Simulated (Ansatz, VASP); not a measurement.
## Zr2H6Pb in VASP and in Ansatz

```xyz
9
Lattice="0.0000 3.9316 3.9316 3.9316 0.0000 3.9316 3.9316 3.9316 0.0000" Properties=species:S:1:pos:R:3 pbc="T T T"
Zr    5.8974    5.8974    5.8974
Zr    1.9658    1.9658    1.9658
H     0.0000    1.9658    1.9658
H     3.9316    1.9658    1.9658
H     1.9658    0.0000    1.9658
H     1.9658    3.9316    1.9658
H     1.9658    1.9658    0.0000
H     1.9658    1.9658    3.9316
Pb    0.0000    0.0000    0.0000
```

Change from the starting cell: ordered vacancies on the A sites of perovskite (Fm-3m, No. 225).

Alike in both runs: functional PBE; k mesh 8 × 8 × 8; occupations gaussian, width 0.1 eV; no spin polarisation.

Ansatz relaxed the structure, and its values are those at the end. VASP's run is a single point on that final structure, the one shown.

|  | VASP | Ansatz |
| --- | --- | --- |
| version | VASP 6.6.1 | Ansatz 0.2.0 |
| potentials or method | VASP PAW PBE potentials, release 64 (Zr_sv, H, Pb_d), cutoff 520 eV | scalar-relativistic, plane waves, PAW |
| valence electrons in the cell | 44 | 44 |

```tsv
	VASP	Ansatz	Ansatz less VASP
gap on the k mesh at the Fermi level (eV)	none	none	-
pressure (GPa)	-0.1	0.0	+0.09
```

A gap of «none» marks a metal or a gap that the smearing closes.

Spin-orbit coupling is off throughout.
